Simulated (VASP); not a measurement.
A run of VASP 6.6.1 is set up as follows.

File INCAR:

```
PREC = Accurate ; ENCUT = 520
EDIFF = 1E-6 ; ISMEAR = -1
SIGMA = 0.15 ; LREAL = Auto
LASPH = True ; NELM = 100
ALGO = Normal ; ISIF = 2
LWAVE = False ; LCHARG = False
GGA = CA ; NBANDS = 128
```

The input KPOINTS:

```
Automatic mesh
0
Gamma
  2 2 2
```

The input POSCAR:

```
BW16
1.0
    6.3200000000      0.0000000000      0.0000000000
    0.0000000000      6.3200000000      0.0000000000
    0.0000000000      0.0000000000      6.3200000000
W B
16 1
Direct
    0.0008849920      0.0068763313     -0.0529361003
    0.5008615153      0.0068423288     -0.0020136011
    0.0008832179      0.5068571129     -0.0020128704
    0.0008884783      0.0068899320      0.5528069558
    0.2488813398      0.2548344438      0.2499424296
    0.5008712000      0.5068313049      0.0042586553
    0.5008617760      0.0068384509      0.5018904501
    0.7528494498      0.2548729177      0.2499418827
    0.0008822776      0.5068580294      0.5018899262
    0.2488954939      0.7588167258      0.2499403677
    0.2616741011      0.2676392751      0.7499376889
    0.5008707088      0.5068294493      0.4956071623
    0.7528363502      0.7587918081      0.2499399521
    0.7401142739      0.2676153044      0.7499376017
    0.2616499573      0.7460800208      0.7499366514
    0.7400876546      0.7460444177      0.7499362229
    0.0008949136      0.0069086471      0.2499368251
```

Potentials or basis: VASP PAW LDA potentials, release 64 (W_sv, B).

The run is started by

```bash
$ cat potpaw_LDA.64/W_sv/POTCAR potpaw_LDA.64/B/POTCAR > POTCAR
$ mpirun -np 1 vasp_std > vasp.out
```

Estimate the largest force.

0.086 eV/Å.

What does it give for the pressure?

5.0 GPa.

Predict the band gap on the k mesh.

zero (an odd number of electrons rules out a gap without spin polarisation).

Forces on the atoms (eV/Å):
```
W   -0.002 -0.003  0.086
W    0.002  0.000  0.007
W   -0.001  0.000  0.007
W   -0.002 -0.004 -0.086
W    0.000  0.001 -0.001
W    0.000  0.001  0.021
W    0.003  0.000 -0.007
W    0.003 -0.005 -0.001
W   -0.001  0.000 -0.007
W   -0.007  0.004  0.000
W    0.008  0.006  0.000
W    0.000  0.002 -0.020
W    0.009  0.010  0.000
W   -0.010  0.007  0.000
W    0.007 -0.009  0.000
W   -0.006 -0.005  0.000
B   -0.003 -0.004 -0.001
```

Caveat: the k points lie up to 0.50 Å⁻¹ apart, too coarse for converged energies and pressures of a metal; spin-orbit coupling is left out, which moves the levels of the heavy elements.
